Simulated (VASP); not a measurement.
# PbO (Litharge) (P4/nmm) in VASP: further runs

PbO (Litharge) is run at these levels: PBE; tasks: single point.

All numbers are computed with VASP 6.6.1; they aren't measurements. Logs are shortened: lines on timing, memory, paths and dates and some standing lists are left out, and cuts for length are marked.

## (1) The cell of the first run

The structure is tetragonal, space group P4/nmm (No. 129). Conventional cell: a = 3.824 Å, b = 3.824 Å, c = 4.801 Å, α = 90.00°, β = 90.00°, γ = 90.00°. Pb (site symmetry 4mm) has 4 O at 2.23 Å within 3.0 Å. O (site symmetry -4m2) has 4 Pb at 2.23 Å and 4 O at 2.70 Å within 3.0 Å.

## (2) Single point, PBE

Input file INCAR:

```
PREC = Accurate
ENCUT = 520
EDIFF = 1E-6
ISMEAR = 0
SIGMA = 0.01
LREAL = False
LASPH = True
NELM = 80
ALGO = Normal
ISIF = 2
LWAVE = False
LCHARG = False
GGA = PE
NBANDS = 28
```

Input file KPOINTS:

```
Automatic mesh
0
Gamma
  4 4 4
```

Input file POSCAR:

```
PbO
1.0
    3.8235530459      0.0000000000      0.0000000000
    0.0000000000      3.8235530459      0.0000000000
    0.0000000000      0.0000000000      4.8010026968
Pb O
2 2
Direct
    0.0000000000      0.5000000000      0.2400000000
    0.5000000000      0.0000000000      0.7600000000
    0.0000000000      0.0000000000      0.0000000000
    0.5000000000      0.5000000000      0.0000000000
```

Potentials or basis: VASP PAW PBE potentials, release 64 (Pb_d, O).

Started as:

```bash
> cat potpaw_PBE.64/Pb_d/POTCAR potpaw_PBE.64/O/POTCAR > POTCAR
> mpirun -np 1 vasp_std > vasp.out
```

OUTCAR:

```text
PREC = Accurate
   ENCUT = 520
   EDIFF = 1E-6
   ISMEAR = 0
   LREAL = False
   LASPH = True
   NELM = 80
   ISIF = 2
   GGA = PE

 ion  position               nearest neighbor table
   1  0.000  0.500  0.240-   3 2.23   4 2.23   3 2.23   4 2.23   2 3.55   2 3.55   2 3.55   2 3.55
                             2 3.68   2 3.68   2 3.68   2 3.68
   2  0.500  0.000  0.760-   3 2.23   4 2.23   4 2.23   3 2.23   1 3.55   1 3.55   1 3.55   1 3.55
                             1 3.68   1 3.68   1 3.68   1 3.68
   3  0.000  0.000  0.000-   1 2.23   2 2.23   1 2.23   2 2.23
   4  0.500  0.500  0.000-   1 2.23   2 2.23   2 2.23   1 2.23

  LATTYP: Found a simple tetragonal cell.
 ALAT       =     3.8235530459
 C/A-ratio  =     1.2556390978

  Lattice vectors:

 A1 = (   3.8235530459,   0.0000000000,   0.0000000000)
 A2 = (   0.0000000000,   3.8235530459,   0.0000000000)
 A3 = (   0.0000000000,   0.0000000000,   4.8010026968)

Analysis of symmetry for initial positions (statically):
=====================================================================
 Subroutine PRICEL returns:
 Original cell was already a primitive cell.

 Routine SETGRP: Setting up the symmetry group for a
 simple tetragonal supercell.

 Subroutine GETGRP returns: Found 16 space group operations
 (whereof  8 operations were pure point group operations)
 out of a pool of 16 trial point group operations.

The static configuration has the point symmetry D_2d.
 The point group associated with its full space group is D_4h.

Analysis of symmetry for dynamics (positions and initial velocities):
=====================================================================
 Subroutine PRICEL returns:
 Original cell was already a primitive cell.

 Routine SETGRP: Setting up the symmetry group for a
 simple tetragonal supercell.

 Subroutine GETGRP returns: Found 16 space group operations
 (whereof  8 operations were pure point group operations)
 out of a pool of 16 trial point group operations.

The dynamic configuration has the point symmetry D_2d.
 The point group associated with its full space group is D_4h.

 Subroutine INISYM returns: Found 16 space group operations
 (whereof  8 operations are pure point group operations),
 and found     1 'primitive' translations

----------------------------------------------------------------------------------------

                                     Primitive cell

  volume of cell :      70.1885

  direct lattice vectors                    reciprocal lattice vectors
     3.823553046  0.000000000  0.000000000     0.261536845  0.000000000  0.000000000
     0.000000000  3.823553046  0.000000000     0.000000000  0.261536845  0.000000000
     0.000000000  0.000000000  4.801002697     0.000000000  0.000000000  0.208289823

  length of vectors
     3.823553046  3.823553046  4.801002697     0.261536845  0.261536845  0.208289823

  position of ions in fractional coordinates (direct lattice)
     0.000000000  0.500000000  0.240000000
     0.500000000  0.000000000  0.760000000
     0.000000000  0.000000000  0.000000000
     0.500000000  0.500000000  0.000000000

  ion indices of the primitive-cell ions
   primitive index   ion index
                 1           1
                 2           2
                 3           3
                 4           4

----------------------------------------------------------------------------------------

 KPOINTS: Automatic mesh

Automatic generation of k-mesh.
 Grid dimensions read from file:
 generate k-points for:    4    4    4

 Generating k-lattice:

  Cartesian coordinates                     Fractional coordinates (reciprocal lattice)
     0.065384211  0.000000000  0.000000000     0.250000000  0.000000000  0.000000000
     0.000000000  0.065384211  0.000000000     0.000000000  0.250000000  0.000000000
     0.000000000  0.000000000  0.052072456     0.000000000  0.000000000  0.250000000

  Length of vectors
     0.065384211  0.065384211  0.052072456

  Shift w.r.t. Gamma in fractional coordinates (k-lattice)
     0.000000000  0.000000000  0.000000000

 Subroutine IBZKPT returns following result:
 ===========================================

 Found     18 irreducible k-points:

 Following reciprocal coordinates:
            Coordinates               Weight
  0.000000  0.000000  0.000000      1.000000
  0.250000  0.000000  0.000000      4.000000
  0.500000  0.000000  0.000000      2.000000
  0.250000  0.250000  0.000000      4.000000
  0.500000  0.250000  0.000000      4.000000
  0.500000  0.500000  0.000000      1.000000
[... 10 lines left out ...]
  0.500000  0.250000  0.500000      4.000000
  0.500000  0.500000  0.500000      1.000000
   k-points           NKPTS =     18   k-points in BZ     NKDIM =     18   number of bands    NBANDS=     28
   number of dos      NEDOS =    301   number of ions     NIONS =      4
   total plane-waves  NPLWV =  28224
   dimension x,y,z NGX =    28 NGY =   28 NGZ =   36
[... 61 lines left out ...]

 E-fermi :   6.8598     XC(G=0): -10.4912

 val. band max:        6.8093526279   @ k =   0.0000   0.0000   0.0000
 cond. band min:       7.7090259131   @ k =   0.5000   0.5000   0.0000
 fundamental gap:      0.8996732852
 Fermi energy:         6.8597716294

 k-point     1 :       0.0000    0.0000    0.0000
  band No.  band energies     occupation
      1     -12.8880      2.00000
      2     -12.0316      2.00000
      3      -9.6253      2.00000
      4      -9.6253      2.00000
      5      -9.5248      2.00000
      6      -9.5202      2.00000
[... 20 lines left out ...]
     27      14.3568      0.00000
     28      14.7730      0.00000

 k-point     2 :       0.2500    0.0000    0.0000
  band No.  band energies     occupation
      1     -12.7088      2.00000
      2     -12.1107      2.00000
      3      -9.5803      2.00000
      4      -9.5777      2.00000
      5      -9.4721      2.00000
      6      -9.4512      2.00000
[... 20 lines left out ...]
     27      14.8911      0.00000
     28      18.0758      0.00000

 k-point     3 :       0.5000    0.0000    0.0000
  band No.  band energies     occupation
      1     -12.3629      2.00000
      2     -12.3629      2.00000
      3      -9.4838      2.00000
      4      -9.4838      2.00000
      5      -9.4817      2.00000
      6      -9.4817      2.00000
[... 20 lines left out ...]
     27      16.0650      0.00000
     28      16.0650      0.00000

 k-point     4 :       0.2500    0.2500    0.0000
  band No.  band energies     occupation
      1     -12.5736      2.00000
      2     -12.1593      2.00000
      3      -9.5662      2.00000
      4      -9.4910      2.00000
      5      -9.4339      2.00000
      6      -9.4230      2.00000
[... 20 lines left out ...]
     27      15.6478      0.00000
     28      17.0494      0.00000

 k-point     5 :       0.5000    0.2500    0.0000
  band No.  band energies     occupation
      1     -12.3282      2.00000
      2     -12.3282      2.00000
      3      -9.4601      2.00000
      4      -9.4601      2.00000
      5      -9.4497      2.00000
      6      -9.4497      2.00000
[... 20 lines left out ...]
     27      15.9580      0.00000
     28      15.9580      0.00000

 k-point     6 :       0.5000    0.5000    0.0000
  band No.  band energies     occupation
      1     -12.3004      2.00000
      2     -12.3004      2.00000
      3      -9.4934      2.00000
      4      -9.4934      2.00000
      5      -9.3402      2.00000
      6      -9.3402      2.00000
[... 277 lines left out ...]
      5      -9.4631      2.00000
      6      -9.4631      2.00000
[... 20 lines left out ...]
     27      16.2585      0.00000
     28      16.2585      0.00000

 k-point    16 :       0.2500    0.2500    0.5000
  band No.  band energies     occupation
      1     -12.5713      2.00000
      2     -12.1567      2.00000
      3      -9.5535      2.00000
      4      -9.4789      2.00000
      5      -9.4606      2.00000
      6      -9.4049      2.00000
[... 20 lines left out ...]
     27      17.7965      0.00000
     28      18.3429      0.00000

 k-point    17 :       0.5000    0.2500    0.5000
  band No.  band energies     occupation
      1     -12.3349      2.00000
      2     -12.3349      2.00000
      3      -9.5104      2.00000
      4      -9.5104      2.00000
      5      -9.4082      2.00000
      6      -9.4082      2.00000
[... 20 lines left out ...]
     27      18.1924      0.00000
     28      18.1924      0.00000

 k-point    18 :       0.5000    0.5000    0.5000
  band No.  band energies     occupation
      1     -12.3018      2.00000
      2     -12.3018      2.00000
      3      -9.4286      2.00000
      4      -9.4286      2.00000
      5      -9.3680      2.00000
      6      -9.3680      2.00000
[... 20 lines left out ...]
     27      18.4950      0.00000
     28      18.4950      0.00000

------------------------ aborting loop because EDIFF is reached ----------------------------------------

  FORCE on cell =-STRESS in cart. coord.  units (eV):
  Direction    XX          YY          ZZ          XY          YZ          ZX
  --------------------------------------------------------------------------------------
  -------------------------------------------------------------------------------------
  Total        8.4192021      8.4192021      6.7475887      0.0000000      0.0000000      0.0000000
  in kB      192.1831590    192.1831590    154.0256302      0.0000000      0.0000000      0.0000000
  external PRESSURE =     179.4639827 kB  Pullay stress =       0.0000000 kB

 VOLUME and BASIS-vectors are now :
 -----------------------------------------------------------------------------
  energy-cutoff  :      520.00
  volume of cell :       70.19
      direct lattice vectors                 reciprocal lattice vectors
     3.823553046  0.000000000  0.000000000     0.261536845  0.000000000  0.000000000
     0.000000000  3.823553046  0.000000000     0.000000000  0.261536845  0.000000000
     0.000000000  0.000000000  4.801002697     0.000000000  0.000000000  0.208289823

 POSITION                                       TOTAL-FORCE (eV/Angst)
 -----------------------------------------------------------------------------------
      0.00000      1.91178      1.15224        -0.000000      0.000000      2.028263
      1.91178      0.00000      3.64876         0.000000      0.000000     -2.028263
      0.00000      0.00000      0.00000         0.000000      0.000000      0.000000
      1.91178      1.91178      0.00000         0.000000     -0.000000      0.000000
 -----------------------------------------------------------------------------------
    total drift:                                0.000000      0.000000     -0.000000

  FREE ENERGIE OF THE ION-ELECTRON SYSTEM (eV)
  ---------------------------------------------------
  free  energy   TOTEN  =       -20.8425052054 eV

  energy  without entropy=      -20.8425052054  energy(sigma->0) =      -20.84250521
```

It took 14 s on 1 thread of Intel Xeon 6975P-C (Granite Rapids), shared host; peak memory 0.18 GiB.

What came out:

```yaml
Free_energy: -20.8425 eV
Pressure: 17.9 GPa
Largest_force: 2.028 eV/Å
Band_gap_on_the_k_mesh: 0.90 eV, indirect (least direct gap 2.52 eV)
```

Forces in eV/Å, atoms in the order of the input:
```
Pb   0.000  0.000  2.028
Pb   0.000  0.000 -2.028
O    0.000  0.000  0.000
O    0.000  0.000  0.000
```

Stress tensor (GPa, compression positive):
```
19.22  0.00  0.00
 0.00 19.22  0.00
 0.00  0.00 15.40
```

Caveat: spin-orbit coupling is left out, which moves the levels of the heavy elements; forces of over 1 eV/Å act on the atoms, so gaps and moduli don't describe the material at rest. A k mesh can miss the band edges.

## (3) Single point, PBE

This run uses another cell than the first one, of 18.34 Å³/atom, 1.045 times its volume.

INCAR is that of step 2.

KPOINTS is that of step 2.

Input file POSCAR:

```
PbO
1.0
    3.8806294166      0.0000000000      0.0000000000
    0.0000000000      3.8806294166      0.0000000000
    0.0000000000      0.0000000000      4.8726700194
Pb O
2 2
Direct
    0.0000000000      0.5000000000      0.2400000000
    0.5000000000      0.0000000000      0.7600000000
    0.0000000000      0.0000000000      0.0000000000
    0.5000000000      0.5000000000      0.0000000000
```

Potentials or basis: VASP PAW PBE potentials, release 64 (Pb_d, O).

Started as:

```bash
> cat potpaw_PBE.64/Pb_d/POTCAR potpaw_PBE.64/O/POTCAR > POTCAR
> mpirun -np 1 vasp_std > vasp.out
```

It took 17 s on 1 thread of Intel Xeon 6975P-C (Granite Rapids), shared host; peak memory 0.19 GiB.

It converged, with:

```
Free energy            : -21.1407 eV
Pressure               : 11.9 GPa
Largest force          : 1.255 eV/Å
Band gap on the k mesh : 1.00 eV, indirect (least direct gap 2.37 eV)
```

Forces on the atoms (eV/Å):
```
Pb   0.000  0.000  1.255
Pb   0.000  0.000 -1.255
O    0.000  0.000  0.000
O    0.000  0.000  0.000
```

Stress tensor (GPa, compression positive):
```
12.77  0.00  0.00
 0.00 12.77  0.00
 0.00  0.00 10.07
```

Levels at points of the mesh, in eV from the valence-band top:
| k point | band 18 | band 19 | band 20 | band 21 | band 22 | band 23 |
| --- | --- | --- | --- | --- | --- | --- |
| (0.00, 0.00, 0.00) | -2.03 | -2.03 | 0.00 | 2.58 | 5.67 | 5.71 |
| (0.50, 0.00, 0.00) | -3.46 | -1.99 | -1.99 | 3.51 | 3.51 | 6.91 |
| (0.50, 0.50, 0.00) | -1.83 | -1.37 | -1.37 | 1.00 | 1.00 | 5.31 |
| (0.00, 0.00, 0.50) | -2.06 | -2.06 | -1.27 | 2.02 | 3.91 | 3.91 |
| (0.50, 0.00, 0.50) | -3.43 | -1.21 | -1.21 | 3.14 | 3.14 | 6.47 |
| (0.50, 0.50, 0.50) | -2.49 | -1.37 | -1.37 | 3.35 | 3.35 | 4.99 |

Caveat: spin-orbit coupling is left out, which moves the levels of the heavy elements; forces of over 1 eV/Å act on the atoms, so gaps and moduli don't describe the material at rest.

## (4) Single point, PBE

This run uses another cell than the first one, of 19.14 Å³/atom, 1.091 times its volume.

Input file INCAR:

```
PREC = Accurate ; ENCUT = 520
EDIFF = 1E-7 ; ISMEAR = 0
SIGMA = 0.01 ; LREAL = False
LASPH = True ; NELM = 80
ALGO = Normal ; ISIF = 2
LWAVE = False ; LCHARG = False
GGA = PE ; NBANDS = 28
```

Input file KPOINTS:

```
regular mesh
0
Gamma
  4 4 4
```

Input file POSCAR:

```
PbO
1.0
    3.9360744706      0.0000000000      0.0000000000
    0.0000000000      3.9360744706      0.0000000000
    0.0000000000      0.0000000000      4.9422889970
Pb O
2 2
Direct
    0.0000000000      0.5000000000      0.2400000000
    0.5000000000      0.0000000000      0.7600000000
    0.0000000000      0.0000000000      0.0000000000
    0.5000000000      0.5000000000      0.0000000000
```

Started as:

```bash
> cat potpaw_PBE.64/Pb_d/POTCAR potpaw_PBE.64/O/POTCAR > POTCAR
> mpirun -np 1 vasp_std > vasp.out
```

Wall time 22 s (1 thread of Intel Xeon 6975P-C (Granite Rapids), shared host); peak memory 0.18 GiB.

It converged, with:

```
Free energy            : -21.3302 eV
Pressure               : 7.0 GPa
Largest force          : 0.593 eV/Å
Band gap on the k mesh : 1.09 eV, indirect (least direct gap 2.23 eV)
```

Forces in eV/Å, atoms in the order of the input:
```
Pb   0.000  0.000  0.593
Pb   0.000  0.000 -0.593
O    0.000  0.000  0.000
O    0.000  0.000  0.000
```

Stress tensor (GPa, compression positive):
```
7.61 0.00 0.00
0.00 7.61 0.00
0.00 0.00 5.78
```

Levels at points of the mesh, in eV from the valence-band top:
```csv
k point,band 16,band 17,band 18,band 19,band 20,band 21,band 22,band 23,band 24,band 25
"(0.00, 0.00, 0.00)",-4.48,-1.84,-1.78,-1.78,0.00,2.50,5.63,5.63,5.65,6.74
"(0.50, 0.00, 0.00)",-3.38,-3.17,-3.17,-1.80,-1.80,3.45,3.45,6.76,6.76,6.78
"(0.50, 0.50, 0.00)",-3.63,-1.74,-1.74,-1.15,-1.15,1.09,1.09,5.29,5.29,8.07
"(0.00, 0.00, 0.50)",-4.23,-1.88,-1.81,-1.81,-1.09,2.03,3.94,3.94,4.28,8.78
"(0.50, 0.00, 0.50)",-3.88,-3.13,-3.13,-1.08,-1.08,3.12,3.12,6.36,6.36,7.56
"(0.50, 0.50, 0.50)",-4.12,-2.36,-2.36,-1.15,-1.15,3.39,3.39,4.88,4.88,5.85
```

Caveat: spin-orbit coupling is left out, which moves the levels of the heavy elements. A k mesh can miss the band edges.

## (5) Single point, PBE

This run uses another cell than the first one, of 19.94 Å³/atom, 1.136 times its volume.

Input file INCAR:

```
SYSTEM = PbO
ALGO = Normal
EDIFF = 1E-6
ENCUT = 520
GGA = PE
ISIF = 2
ISMEAR = 0
LASPH = .TRUE.
LCHARG = .FALSE.
LREAL = .FALSE.
LWAVE = .FALSE.
NBANDS = 28
NELM = 60
PREC = Accurate
SIGMA = 0.01
```

Input file KPOINTS:

```
k-points
0
G
  4 4 4
  0 0 0
```

Input file POSCAR:

```
PbO
1.0
    3.9900000000      0.0000000000      0.0000000000
    0.0000000000      3.9900000000      0.0000000000
    0.0000000000      0.0000000000      5.0100000000
Pb O
2 2
Direct
    0.0000000000      0.5000000000      0.2400000000
    0.5000000000      0.0000000000      0.7600000000
    0.0000000000      0.0000000000      0.0000000000
    0.5000000000      0.5000000000      0.0000000000
```

Started as:

```bash
> cat potpaw_PBE.64/Pb_d/POTCAR potpaw_PBE.64/O/POTCAR > POTCAR
> mpirun -np 1 vasp_std > vasp.out
```

Wall time 20 s (1 thread of Intel Xeon 6975P-C (Granite Rapids), shared host); peak memory 0.19 GiB.

Results (log left out):

```yaml
Free_energy: -21.4322 eV
Pressure: 3.1 GPa
Largest_force: 0.026 eV/Å
Band_gap_on_the_k_mesh: 1.16 eV, indirect (least direct gap 2.11 eV)
```

Forces in eV/Å, atoms in the order of the input:
```
Pb   0.000  0.000  0.026
Pb   0.000  0.000 -0.026
O    0.000  0.000  0.000
O    0.000  0.000  0.000
```

Stress tensor (GPa, compression positive):
```
3.47 0.00 0.00
0.00 3.47 0.00
0.00 0.00 2.30
```

Levels at points of the mesh, in eV from the valence-band top:
| k point | band 17 | band 18 | band 19 | band 20 | band 21 | band 22 | band 23 | band 24 |
| --- | --- | --- | --- | --- | --- | --- | --- | --- |
| (0.00, 0.00, 0.00) | -1.64 | -1.56 | -1.56 | 0.00 | 2.42 | 5.55 | 5.55 | 5.60 |
| (0.50, 0.00, 0.00) | -2.90 | -2.90 | -1.64 | -1.64 | 3.39 | 3.39 | 6.62 | 6.62 |
| (0.50, 0.50, 0.00) | -1.66 | -1.66 | -0.95 | -0.95 | 1.16 | 1.16 | 5.26 | 5.26 |
| (0.00, 0.00, 0.50) | -1.68 | -1.59 | -1.59 | -0.93 | 2.04 | 3.94 | 3.94 | 4.24 |
| (0.50, 0.00, 0.50) | -2.86 | -2.86 | -0.97 | -0.97 | 3.08 | 3.08 | 6.25 | 6.25 |
| (0.50, 0.50, 0.50) | -2.25 | -2.25 | -0.95 | -0.95 | 3.42 | 3.42 | 4.77 | 4.77 |

Caveat: spin-orbit coupling is left out, which moves the levels of the heavy elements.

## (6) Overview

| cell | gap on the mesh (eV) | pressure (GPa) | largest force (eV/Å) |
| --- | --- | --- | --- |
| a = 3.824, b = 3.824, c = 4.801 Å, 4 atoms | 0.90 | 17.9 | 2.03 |
| a = 3.881, b = 3.881, c = 4.873 Å, 4 atoms | 1.00 | 11.9 | 1.26 |
| a = 3.936, b = 3.936, c = 4.942 Å, 4 atoms | 1.09 | 7.0 | 0.59 |
| a = 3.990, b = 3.990, c = 5.010 Å, 4 atoms | 1.16 | 3.1 | 0.03 |

Alike in all rows: task single point; level PBE; potentials or basis VASP PAW PBE potentials, release 64 (Pb_d, O); no spin polarisation; k mesh 4 × 4 × 4; cutoff (eV) 520; smearing gaussian 0.01 eV.

Caveats: spin-orbit coupling is left out, which moves the levels of the heavy elements; forces of over 1 eV/Å act on the atoms, so gaps and moduli don't describe the material at rest (some runs).

Absolute energies hang on the potentials; compare differences alone.
